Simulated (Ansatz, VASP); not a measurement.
# Two plane-wave programs on MgO

```xyz
2
Lattice="0.0000 2.1269 2.1269 2.1269 0.0000 2.1269 2.1269 2.1269 0.0000" Properties=species:S:1:pos:R:3 pbc="T T T"
Mg    0.0000    0.1500    0.0000
O     2.1269    2.1269    2.1269
```

Alike in both runs: task single point; functional PBE; k mesh 10 × 10 × 10; occupations gaussian, width 0.05 eV; collinear spin.

|  | VASP | Ansatz |
| --- | --- | --- |
| version | VASP 6.6.1 | Ansatz 0.2.0 |
| potentials or method | VASP PAW PBE potentials, release 64 (Mg, O), cutoff 600 eV | scalar-relativistic, plane waves, PAW |
| valence electrons in the cell | 8 | 16 |

VASP gave:

```
gap on the k mesh at the Fermi level (eV)                     : 4.44
pressure (GPa)                                                : 1.1
traceless stress, the component that is largest in VASP (GPa) : 4.96
rms of the force components (eV/Å)                            : 0.486
net moment per atom (μB)                                      : 0.00
```

Task: Estimate Ansatz's values.

Result: gap on the k mesh at the Fermi level (eV): 4.46; pressure (GPa): 2.0; traceless stress, the component that is largest in VASP (GPa): 4.90; rms of the force components (eV/Å): 0.479; net moment per atom (μB): 0.00.

Atom by atom the forces differ by 0.007 eV/Å (rms over components). VASP's potentials hold 8 valence electrons a cell and Ansatz's 16, so a difference there can come from the potentials and not from the codes. Ansatz's warnings: seeded moment not kept.
